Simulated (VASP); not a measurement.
## Ca: single point with PBEsol

The system is Ca.

```
Ca
1.0
     3.85643    0.00000    0.00000
     0.00000    3.85758    0.00000
     0.00000    0.00000    5.69348
Ca
2
Direct
  0.00000 0.00000 0.50000
  0.50000 0.50000 0.00000
```

This cell differs from its parent crystal: strain along c alone, the other axes held: +4.5 %.

```yaml
Program: VASP 6.6.1
Task: single point
Functional: PBEsol
Potentials_or_basis: VASP PAW PBE potentials, release 64 (Ca_sv)
Cutoff: 520 eV
k_mesh: 12 × 12 × 8
Occupations: gaussian, width 0.1 eV
Spin: no spin polarisation
```

```
Pressure               : -0.7 GPa
Band gap on the k mesh : zero (bands 10 and 11 overlap by 0.36 eV)
```

Stress tensor (GPa, compression positive):
```
-0.58  0.00  0.00
 0.00 -0.58  0.00
 0.00  0.00 -0.98
```

Levels at points of the mesh, in eV from the Fermi level:
```csv
k point,band 7,band 8,band 9,band 10,band 11,band 12,band 13,band 14
"(0.00, 0.00, 0.00)",-22.85,-22.85,-4.03,-0.55,0.62,0.69,2.19,2.39
"(0.50, 0.00, 0.00)",-22.86,-22.86,-1.46,-1.46,0.85,0.85,1.39,1.39
"(0.00, 0.50, 0.00)",-22.86,-22.86,-1.46,-1.46,0.85,0.85,1.39,1.39
"(0.50, 0.50, 0.00)",-22.90,-22.90,-0.42,-0.42,0.54,0.54,1.10,1.10
"(0.00, 0.00, 0.50)",-22.87,-22.87,-2.76,-2.76,1.29,1.29,2.06,2.06
"(0.50, 0.00, 0.50)",-22.86,-22.86,-1.00,-1.00,-0.16,-0.16,2.09,2.09
"(0.00, 0.50, 0.50)",-22.86,-22.86,-1.00,-1.00,-0.16,-0.16,2.09,2.09
"(0.50, 0.50, 0.50)",-22.90,-22.90,0.18,0.18,0.74,0.74,0.75,0.75
```

Wall time 4.6 min on 1 thread of Intel(R) Xeon(R) Platinum 8488C (Sapphire Rapids), on a shared host, peak memory 0.41 GiB.

Caveat: the cell differs from its parent crystal (strain along c alone, the other axes held: +4.5 %); the PAW data sets were made with another functional, which shifts forces and pressure a little.
